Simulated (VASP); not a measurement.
A run of VASP 6.6.1 is set up as follows.

The input INCAR:

```
SYSTEM = Ga3SbP2
ALGO = Normal ; EDIFF = 1E-6
ENCUT = 500 ; GGA = PE
GGA_COMPAT = .False. ; ISIF = 2
ISMEAR = -1 ; LASPH = .True.
LCHARG = .False. ; LREAL = .False.
LWAVE = .False. ; NBANDS = 41
NELM = 120 ; PREC = Accurate
SIGMA = 0.02
```

The input KPOINTS:

```
k-points
0
Gamma
  10 10 10
  0 0 0
```

Contents of POSCAR:

```
Ga3SbP2
1.0
   -2.0066018880      2.0066018880      8.5247165475
    2.0066018880     -2.0066018880      8.5247165475
    2.0066018880      2.0066018880     -8.5247165475
P Ga Sb
2 3 1
Direct
    0.1727261355      0.1727261355      0.0000000000
    0.8272738645      0.8272738645      0.0000000000
    0.7500000000      0.2500000000      0.5000000000
    0.4044608837      0.9044608837      0.5000000000
    0.0955391163      0.5955391163      0.5000000000
    0.5000000000      0.5000000000      0.0000000000
```

Potentials or basis: VASP PAW PBE potentials, release 64 (P, Ga_d, Sb_d_GW).

Launch:

```sh
$ cat potpaw_PBE.64/P/POTCAR potpaw_PBE.64/Ga_d/POTCAR potpaw_PBE.64/Sb_d_GW/POTCAR > POTCAR
$ mpirun -np 1 vasp_std > vasp.out
```

Q: Predict the band gap on the k mesh.

A: 0.49 eV.

Q: What does it give for the pressure?

A: 2.3 GPa.

Stress tensor (GPa, compression positive):
```
2.25 0.00 0.00
0.00 2.25 0.00
0.00 0.00 2.33
```

Caveat: semilocal functionals underestimate gaps, and a narrow one can read as zero; spin-orbit coupling is left out, which moves the levels of the heavy elements. A k mesh can miss the band edges.
